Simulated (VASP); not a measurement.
Write the native input for VASP 6.6.1 that does the following.

| Quantity | Value |
| --- | --- |
| Task | single point |
| Functional | PBE |
| Potentials or basis | VASP PAW PBE potentials, release 64 (Sr_sv, O) |
| Cutoff | 520 eV |
| k mesh | 6 × 6 × 6 |
| Occupations | gaussian, width 0.1 eV |
| Spin | no spin polarisation |
| Dipole correction | no |
| Further INCAR settings | ALGO = Normal; EDIFF = 1e-06; NBANDS = 15 |

The structure of SrO lies in POSCAR:

```
SrO
1.0
    0.0000000000      2.5837846888      2.5837846888
    2.5837846888      0.0000000000      2.5837846888
    2.5837846888      2.5837846888      0.0000000000
Sr O
1 1
Direct
    0.5000000000      0.5000000000      0.5000000000
    0.0000000000      0.0000000000      0.0000000000
```

One way to write it, as run:

INCAR

```
PREC     = Accurate       # precision mode
ENCUT    = 520            # plane-wave cutoff, eV
EDIFF    = 1E-6           # SCF threshold, eV
ISMEAR   = 0              # smearing method
SIGMA    = 0.1            # smearing width, eV
LREAL    = F              # projectors in reciprocal space
LASPH    = T              # aspherical terms in the spheres
NELM     = 80             # most SCF steps
ALGO     = Normal         # electronic algorithm
ISIF     = 2              # what is computed and relaxed
LWAVE    = F              # write WAVECAR
LCHARG   = T              # write CHGCAR
GGA      = PE             # functional
LELF     = T              # ELF
LVHAR    = T            
NBANDS   = 15             # bands
```

KPOINTS

```
Automatic mesh
0
Gamma
  6 6 6
```

Potentials or basis: VASP PAW PBE potentials, release 64 (Sr_sv, O).

Run with:

```bash
$ cat potpaw_PBE.64/Sr_sv/POTCAR potpaw_PBE.64/O/POTCAR > POTCAR
$ mpirun -np 1 vasp_std > vasp.out
```

It gave:

```yaml
Pressure: 1.9 GPa
Band_gap_on_the_k_mesh: 3.27 eV, indirect (least direct gap 3.37 eV)
```

Run time: 6.7 s on 1 thread of Intel(R) Xeon(R) Platinum 8488C (Sapphire Rapids), with other jobs on the host, peak memory 0.15 GiB.
